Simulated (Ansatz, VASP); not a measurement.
CaBr in VASP and in Ansatz

File INCAR:

```
SYSTEM = CaBr
ALGO = Normal ; EDIFF = 1E-6
ENCUT = 520 ; GGA = PE
ISIF = 2 ; ISMEAR = -1
LASPH = .TRUE. ; LCHARG = .FALSE.
LREAL = .FALSE. ; LWAVE = .FALSE.
NBANDS = 16 ; NELM = 60
PREC = Accurate ; SIGMA = 0.05
```

Contents of KPOINTS:

```
k-points
0
G
  9 9 7
  0 0 0
```

Contents of POSCAR:

```
CaBr
1.0
    3.9170223800      0.0000000000      0.0000000000
   -1.9585111900      3.3922408900      0.0000000000
    0.0000000000      0.0000000000      4.3410340000
Ca Br
1 1
Direct
    0.0000000000      0.0000000000      0.0000000000
    0.3333333333      0.6666666667      0.5000000000
```

Input for Ansatz:

```yaml
crystal:
  lattice:
    - [3.91702238, 0.0, 0.0]
    - [-1.95851119, 3.39224089, 0.0]
    - [0.0, 0.0, 4.341034]
  atoms:
    - { symbol: Ca, position: [0.0, 0.0, 0.0] }
    - { symbol: Br, position: [0.3333333333333333, 0.6666666666666666, 0.5] }
basis:
  ecutwfc: 500.0
kpoints:
  mp_grid:
    grid: [9, 9, 7]
hamiltonian:
  xc: pbe
  pseudopotentials:
    kind: paw
scf:
  occupations:
    method: fermi_dirac
    width: 0.05
output:
  stress: true
```

Alike in both runs: task single point; functional PBE; k mesh 9 × 9 × 7; occupations fermi-dirac, width 0.05 eV; no spin polarisation.

```csv
,VASP,Ansatz
version,VASP 6.6.1,Ansatz 0.2.0
potentials or method,"VASP PAW PBE potentials, release 64 (Ca_sv, Br), cutoff 520 eV","plane waves, PAW"
valence electrons in the cell,17,17
```

|  | VASP | Ansatz | Ansatz less VASP |
| --- | --- | --- | --- |
| pressure (GPa) | 0.4 | 0.4 | -0.06 |
| traceless stress, the component that is largest in VASP (GPa) | 0.44 | 0.42 | -0.021 |

With one functional, cell and mesh, what is left measures potentials, basis and numerics.
